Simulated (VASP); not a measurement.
# TiTe2 (P-3m1) in VASP: settings compared, part 2 of 2

VASP 6.6.1. Earlier steps stand in the parts before.

## 4. Single point, revPBE+D3(BJ)

This run uses another cell than the first one, of 24.22 Å³/atom.

INCAR

```
SYSTEM = TiTe2
ALGO = Normal
EDIFF = 1E-7
ENCUT = 520
GGA = RE
ISIF = 2
ISMEAR = -1
IVDW = 12
LASPH = .True.
LCHARG = .False.
LREAL = .False.
LWAVE = .False.
NBANDS = 19
NELM = 100
PREC = Accurate
SIGMA = 0.05
```

KPOINTS

```
k-points
0
Gamma
  8 8 4
  0 0 0
```

POSCAR

```
TiTe2
1.0
    3.6653473153      0.0000000000      0.0000000000
   -1.8326736577      3.1742838888      0.0000000000
    0.0000000000      0.0000000000      6.2450361882
Te Ti
2 1
Direct
    0.3333333333      0.6666666667      0.7226685744
    0.6666666667      0.3333333333      0.2773314256
    0.0000000000      0.0000000000      0.0000000000
```

Potentials or basis: VASP PAW PBE potentials, release 64 (Te, Ti_sv).

The run is started by

```console
cat potpaw_PBE.64/Te/POTCAR potpaw_PBE.64/Ti_sv/POTCAR > POTCAR
mpirun -np 1 vasp_std > vasp.out
```

OUTCAR:

```text
SYSTEM = TiTe2
   EDIFF = 1E-7
   ENCUT = 520
   GGA = RE
   ISIF = 2
   ISMEAR = -1
   IVDW = 12
   LASPH = .True.
   LREAL = .False.
   NELM = 100
   PREC = Accurate
 IVDW          = 12

 ion  position               nearest neighbor table
   1  0.333  0.667  0.723-   3 2.73   3 2.73   3 2.73   2 3.49   2 3.49   2 3.49
   2  0.667  0.333  0.277-   3 2.73   3 2.73   3 2.73   1 3.49   1 3.49   1 3.49
   3  0.000  0.000  0.000-   1 2.73   2 2.73   2 2.73   1 2.73   2 2.73   1 2.73

  LATTYP: Found a hexagonal cell.
 ALAT       =     3.6653473153
 C/A-ratio  =     1.7038047560

  Lattice vectors:

[... 720 lines left out ...]

 E8    (eV) :    -2.2087

  FORCE on cell =-STRESS in cart. coord.  units (eV):
  Direction    XX          YY          ZZ          XY          YZ          ZX
  --------------------------------------------------------------------------------------
  -------------------------------------------------------------------------------------
  Total      -0.01734    -0.01734    -0.01132     0.00000     0.00000    -0.00000
  in kB      -0.38227    -0.38227    -0.24957     0.00000     0.00000    -0.00000
  external pressure =       -0.34 kB  Pullay stress =        0.00 kB

 VOLUME and BASIS-vectors are now :
 -----------------------------------------------------------------------------
  energy-cutoff  :      520.00
  volume of cell :       72.66
      direct lattice vectors                 reciprocal lattice vectors
     3.665347315  0.000000000  0.000000000     0.272825442  0.157515842  0.000000000
    -1.832673658  3.174283889  0.000000000     0.000000000  0.315031684  0.000000000
     0.000000000  0.000000000  6.245036188     0.000000000  0.000000000  0.160127175

 POSITION                                       TOTAL-FORCE (eV/Angst)
 -----------------------------------------------------------------------------------
     -0.00000      2.11619      4.51309         0.000000      0.000000     -0.010759
      1.83267      1.05809      1.73194        -0.000000     -0.000000      0.010759
      0.00000      0.00000      0.00000        -0.000000      0.000000     -0.000000
 -----------------------------------------------------------------------------------
    total drift:                               -0.000000      0.000000     -0.000000

  FREE ENERGIE OF THE ION-ELECTRON SYSTEM (eV)
  ---------------------------------------------------
  free  energy   TOTEN  =       -18.1170210416 eV

  energy  without entropy=      -18.1064902679  energy(sigma->0) =      -18.11175565
```

It took 23 s on 1 thread of Intel Xeon 6975P-C (Granite Rapids), shared host; peak memory 0.22 GiB.

Results:

```
Free energy                : -18.1170 eV
Pressure                   : 0.0 GPa
Largest force              : 0.011 eV/Å
Band gap on the k mesh     : zero (bands 12 and 13 overlap by 0.86 eV)
Dispersion energy per atom : -1.024 eV
```

Forces in eV/Å, atoms in the order of the input:
```
Te   0.000  0.000 -0.011
Te   0.000  0.000  0.011
Ti   0.000  0.000  0.000
```

Caveat: the dispersion term is far too large for a dense solid, which distorts pressure and volume; the PAW data sets were made with another functional, which shifts forces and pressure a little; spin-orbit coupling is left out, which moves the levels of the heavy elements.

## 5. Single point, RPBE+D4

This run uses another cell than the first one, of 25.15 Å³/atom.

INCAR

```
ALGO = Normal
EDIFF = 1E-6
ENCUT = 520
GGA = RP
ISIF = 2
ISMEAR = -1
IVDW = 13
LASPH = True
LCHARG = False
LREAL = False
LWAVE = False
NBANDS = 19
NELM = 100
PREC = Accurate
SIGMA = 0.05
```

KPOINTS

```
k-points
0
Gamma
  8 8 4
```

POSCAR

```
TiTe2
1.0
    3.7063590889      0.0000000000      0.0000000000
   -1.8531795444      3.2098011265      0.0000000000
    0.0000000000      0.0000000000      6.3423863068
Te Ti
2 1
Direct
    0.3333333333      0.6666666667      0.7278648522
    0.6666666667      0.3333333333      0.2721351478
    0.0000000000      0.0000000000      0.0000000000
```

The run is started by

```console
cat potpaw_PBE.64/Te/POTCAR potpaw_PBE.64/Ti_sv/POTCAR > POTCAR
mpirun -np 1 vasp_std > vasp.out
```

It took 20 s on 1 thread of Intel Xeon 6975P-C (Granite Rapids), shared host; peak memory 0.21 GiB.

It converged, with:

```
Free energy                : -17.4549 eV
Pressure                   : 0.0 GPa
Largest force              : 0.005 eV/Å
Band gap on the k mesh     : zero (bands 12 and 13 overlap by 0.82 eV)
Dispersion energy per atom : -0.833 eV
```

Forces on the atoms (eV/Å):
```
Te   0.000  0.000 -0.005
Te   0.000  0.000  0.005
Ti   0.000  0.000  0.000
```

Levels at points of the mesh, in eV from the Fermi level:
```
           k point  band 8  band 9  band 10  band 11  band 12  band 13  band 14  band 15  band 16  band 17
(0.00, 0.00, 0.00)   -1.63   -1.63     0.29     0.46     0.46     0.80     1.26     1.26     3.07     3.07
(0.50, 0.00, 0.00)   -3.89   -2.95    -2.51    -1.72    -1.21    -0.02     1.29     1.66     2.43     3.53
(0.00, 0.00, 0.50)   -2.98   -1.53    -1.53     0.44     0.44     0.81     0.81     1.13     3.66     3.66
(0.50, 0.00, 0.50)   -4.92   -2.56    -2.11    -0.89    -0.47    -0.36     1.29     1.64     2.56     3.70
```

Caveat: the PAW data sets were made with another functional, which shifts forces and pressure a little; spin-orbit coupling is left out, which moves the levels of the heavy elements.

## 6. Single point, revPBE+D4

This run uses another cell than the first one, of 25.49 Å³/atom.

INCAR

```
PREC = Accurate ; ENCUT = 520
EDIFF = 1E-6 ; ISMEAR = -1
SIGMA = 0.05 ; LREAL = F
LASPH = T ; NELM = 80
ALGO = Normal ; ISIF = 2
LWAVE = F ; LCHARG = T
GGA = RE ; IVDW = 13
LELF = T ; LVHAR = T
NBANDS = 19
```

KPOINTS

```
Automatic mesh
0
Gamma
  8 8 4
```

POSCAR

```
TiTe2
1.0
    3.7216599983      0.0000000000      0.0000000000
   -1.8608299991      3.2230521027      0.0000000000
    0.0000000000      0.0000000000      6.3762391127
Te Ti
2 1
Direct
    0.3333333333      0.6666666667      0.7297888665
    0.6666666667      0.3333333333      0.2702111335
    0.0000000000      0.0000000000      0.0000000000
```

Potentials or basis: VASP PAW PBE potentials, release 64 (Te, Ti_sv).

The run is started by

```console
cat potpaw_PBE.64/Te/POTCAR potpaw_PBE.64/Ti_sv/POTCAR > POTCAR
mpirun -np 1 vasp_std > vasp.out
```

OUTCAR:

```text
PREC = Accurate
   ENCUT = 520
   EDIFF = 1E-6
   ISMEAR = -1
   LREAL = F
   LASPH = T
   NELM = 80
   ISIF = 2
   GGA = RE
   IVDW = 13

 ion  position               nearest neighbor table
   1  0.333  0.667  0.730-   3 2.75   3 2.75   3 2.75   2 3.63   2 3.63   2 3.63
   2  0.667  0.333  0.270-   3 2.75   3 2.75   3 2.75   1 3.63   1 3.63   1 3.63
   3  0.000  0.000  0.000-   1 2.75   2 2.75   1 2.75   2 2.75   2 2.75   1 2.75

  LATTYP: Found a hexagonal cell.
 ALAT       =     3.7216599983
 C/A-ratio  =     1.7132782456

  Lattice vectors:
[... 718 lines left out ...]

  DFT-D4 for vdW energy calculation

  Edisp (eV):   -2.10651

  FORCE on cell =-STRESS in cart. coord.  units (eV):
  Direction    XX          YY          ZZ          XY          YZ          ZX
  --------------------------------------------------------------------------------------
  -------------------------------------------------------------------------------------
  Total      -0.01915    -0.01915    -0.02314    -0.00000    -0.00000     0.00000
  in kB      -0.40113    -0.40113    -0.48476    -0.00000    -0.00000     0.00000
  external pressure =       -0.43 kB  Pullay stress =        0.00 kB

 VOLUME and BASIS-vectors are now :
 -----------------------------------------------------------------------------
  energy-cutoff  :      520.00
  volume of cell :       76.48
      direct lattice vectors                 reciprocal lattice vectors
     3.721659998  0.000000000  0.000000000     0.268697302  0.155132460  0.000000000
    -1.860829999  3.223052103  0.000000000     0.000000000  0.310264919  0.000000000
     0.000000000  0.000000000  6.376239113     0.000000000  0.000000000  0.156832262

 POSITION                                       TOTAL-FORCE (eV/Angst)
 -----------------------------------------------------------------------------------
     -0.00000      2.14870      4.65331         0.000000      0.000000     -0.006845
      1.86083      1.07435      1.72293        -0.000000     -0.000000      0.006845
      0.00000      0.00000      0.00000         0.000000      0.000000      0.000000
 -----------------------------------------------------------------------------------
    total drift:                               -0.000000      0.000000     -0.000000

  FREE ENERGIE OF THE ION-ELECTRON SYSTEM (eV)
  ---------------------------------------------------
  free  energy   TOTEN  =       -17.2758164593 eV

  energy  without entropy=      -17.2644411658  energy(sigma->0) =      -17.27012881
```

Run time: 22 s. Hardware: 1 thread of Intel Xeon 6975P-C (Granite Rapids), shared host; peak memory 0.21 GiB.

What came out:

| Quantity | Value |
| --- | --- |
| Free energy | -17.2758 eV |
| Pressure | 0.0 GPa |
| Largest force | 0.007 eV/Å |
| Band gap on the k mesh | zero (bands 12 and 13 overlap by 0.78 eV) |
| Dispersion energy per atom | -0.702 eV |

Forces in eV/Å, atoms in the order of the input:
```
Te   0.000  0.000 -0.007
Te   0.000  0.000  0.007
Ti   0.000  0.000  0.000
```

Caveat: the PAW data sets were made with another functional, which shifts forces and pressure a little; spin-orbit coupling is left out, which moves the levels of the heavy elements.

## 7. Overview

```csv
level,cell,k mesh,grid for exact exchange (PRECFOCK),share of exact exchange,screening parameter,gap on the mesh (eV),pressure (GPa),largest force (eV/Å)
HSE06,"a = 3.777, b = 3.777, c = 6.498 Å, angles 90.0, 90.0, 120.0°, 3 atoms, atomic positions A",5 × 5 × 3,Normal,0.25,0.2079 1/Å,none,-0.7,0.32
RPBE+D3(BJ),"a = 3.239, b = 3.239, c = 5.999 Å, angles 90.0, 90.0, 120.0°, 3 atoms, atomic positions B",8 × 8 × 4,-,-,-,none,-0.2,-
revPBE+D3(BJ),"a = 3.665, b = 3.665, c = 6.245 Å, angles 90.0, 90.0, 120.0°, 3 atoms, atomic positions C",8 × 8 × 4,-,-,-,none,0.0,0.01
RPBE+D4,"a = 3.706, b = 3.706, c = 6.342 Å, angles 90.0, 90.0, 120.0°, 3 atoms, atomic positions D",8 × 8 × 4,-,-,-,none,0.0,0.01
revPBE+D4,"a = 3.722, b = 3.722, c = 6.376 Å, angles 90.0, 90.0, 120.0°, 3 atoms, atomic positions E",8 × 8 × 4,-,-,-,none,0.0,0.01
```

Alike in all rows: task single point; potentials or basis VASP PAW PBE potentials, release 64 (Te, Ti_sv); no spin polarisation; cutoff (eV) 520; smearing fermi-dirac 0.05 eV.

Caveats: some runs use coarse meshes; the PAW data sets were made with another functional, which shifts forces and pressure a little; spin-orbit coupling is left out, which moves the levels of the heavy elements; the dispersion term is far too large for a dense solid, which distorts pressure and volume (at least some runs); this functional lacks dispersion, which binds layers or chains, so the pressure and a relaxed spacing across them are unreliable (at least some runs).

Absolute energies hang on the potentials; compare differences alone.
